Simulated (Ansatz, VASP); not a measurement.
## BAs: VASP beside Ansatz

```xyz
2
Lattice="0.0000 2.5796 2.1974 2.5796 0.0000 2.1974 2.5796 2.5796 0.0000" Properties=species:S:1:pos:R:3 pbc="T T T"
B     0.0000    0.0000    0.0000
As    3.8694    3.8694    3.2961
```

Change from the starting cell: strain +0.080 along x and y, -0.080 along z, atoms carried along.

Alike in both runs: task single point; functional r2SCAN; k mesh 10 × 10 × 10; occupations gaussian, width 0.05 eV; no spin polarisation.

|  | VASP | Ansatz |
| --- | --- | --- |
| version | VASP 6.6.1 | Ansatz 0.2.0 |
| potentials or method | VASP PAW PBE potentials, release 64 (B, As), cutoff 520 eV | scalar-relativistic, plane waves, PAW |
| valence electrons in the cell | 8 | 18 |

Ansatz gave:

```
gap on the k mesh at the Fermi level (eV)                     : none
pressure (GPa)                                                : -8.3
traceless stress, the component that is largest in VASP (GPa) : 16.91
```

**Question.** Which values does VASP return?

**Answer.** gap on the k mesh at the Fermi level (eV): none; pressure (GPa): -8.1; traceless stress, the component that is largest in VASP (GPa): 16.89.

VASP's potentials were made for PBE, not for r2SCAN. A gap of «none» marks a metal or a gap that the smearing closes. With one functional, cell and mesh, what is left measures potentials, basis and numerics. VASP's potentials hold 8 valence electrons a cell and Ansatz's 18, so a difference there can come from the potentials and not from the codes.
